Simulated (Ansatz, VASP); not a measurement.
## One calculation of BN, two programs

```xyz
4
Lattice="2.5631 0.0000 0.0000 0.0000 3.6247 0.0000 0.0000 0.0000 17.2815" Properties=species:S:1:pos:R:3 pbc="T T T"
B     0.0000    3.1716    8.0000
B     1.2815    1.3593    9.2815
N     1.2815    2.2654    8.0000
N     0.0000    0.4531    9.2815
```

Alike in both runs: task single point; functional PBE; k mesh 12 × 8 × 1; occupations fermi-dirac, width 0.02 eV; no spin polarisation.

|  | VASP | Ansatz |
| --- | --- | --- |
| version | VASP 6.6.1 | Ansatz 0.2.0 |
| potentials or method | VASP PAW PBE potentials, release 64 (B, N), cutoff 520 eV | all-electron LAPW, scalar-relativistic |

Ansatz gave:

* gap on the k mesh at the Fermi level (eV): 1.87
* rms of the force components (eV/Å): 2.921

Q: Estimate VASP's values.

A: gap on the k mesh at the Fermi level (eV): 1.87; rms of the force components (eV/Å): 2.915.

Ansatz ran all-electron here, and VASP with PAW potentials.
